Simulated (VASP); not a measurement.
Runs of VASP 6.6.1 on SiC. The structure is that of space group P6_3mc (No. 186), or close to it. The cells are those of the table. 

| cell | gap on the mesh (eV) | pressure (GPa) |
| --- | --- | --- |
| a = 2.950, b = 2.950, c = 4.834 Å, angles 90.0, 90.0, 120.0°, 4 atoms | (a) | 39.7 |
| a = 3.092, b = 3.092, c = 5.074 Å, angles 90.0, 90.0, 120.0°, 4 atoms | 2.55 | -0.2 |
| a = 3.011, b = 3.011, c = 4.938 Å, angles 90.0, 90.0, 120.0°, 4 atoms | (c) | 19.7 |
| a = 2.901, b = 2.901, c = 4.750 Å, angles 90.0, 90.0, 120.0°, 4 atoms | (b) | 59.6 |

Alike in all rows: task single point; level PBE; potentials or basis VASP PAW PBE potentials, release 64 (Si, C); no spin polarisation; k mesh 8 × 8 × 5; cutoff (eV) 600; smearing gaussian 0.01 eV.

**Question.** Estimate the missing entries.

**Answer.** (a) 2.34; (b) 2.26; (c) 2.43.

Caveats: an odd mesh through Γ misses points on the zone boundary, where band edges can lie; the cell stands under pressure (at least some runs).
